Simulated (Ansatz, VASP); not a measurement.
**SiPbI2 in VASP and in Ansatz**

```
Si Pb I
1.0
     1.97372    1.13953    9.61388
    -1.97372    1.13953    9.61388
     0.00000   -2.27906    9.61388
Si Pb I
1 1 2
Cartesian
  0.0000 0.0000 0.0000
  0.0000 0.0000 14.4208
  0.0000 0.0000 21.1538
  0.0000 0.0000 7.6878
```

Change from the starting cell: species swapped into the KLuS2 type (R-3m, No. 166).

Alike in both runs: functional PBE; k mesh 12 × 12 × 12; occupations gaussian, width 0.1 eV; no spin polarisation.

Ansatz relaxed the structure, and its values are those at the end. VASP's run is a single point on that final structure, the one shown.

|  | VASP | Ansatz |
| --- | --- | --- |
| version | VASP 6.6.1 | Ansatz 0.2.0 |
| potentials or method | VASP PAW PBE potentials, release 64 (Si, Pb_d, I), cutoff 520 eV | scalar-relativistic, plane waves, PAW |
| valence electrons in the cell | 32 | 52 |

|  | VASP | Ansatz | Ansatz less VASP |
| --- | --- | --- | --- |
| gap on the k mesh at the Fermi level (eV) | none | none | - |
| pressure (GPa) | 0.0 | 0.0 | +0.03 |

A gap of «none» marks a metal or a gap that the smearing closes. VASP's potentials hold 32 valence electrons a cell and Ansatz's 52, so a difference there can come from the potentials and not from the codes.

Spin-orbit coupling is off throughout.
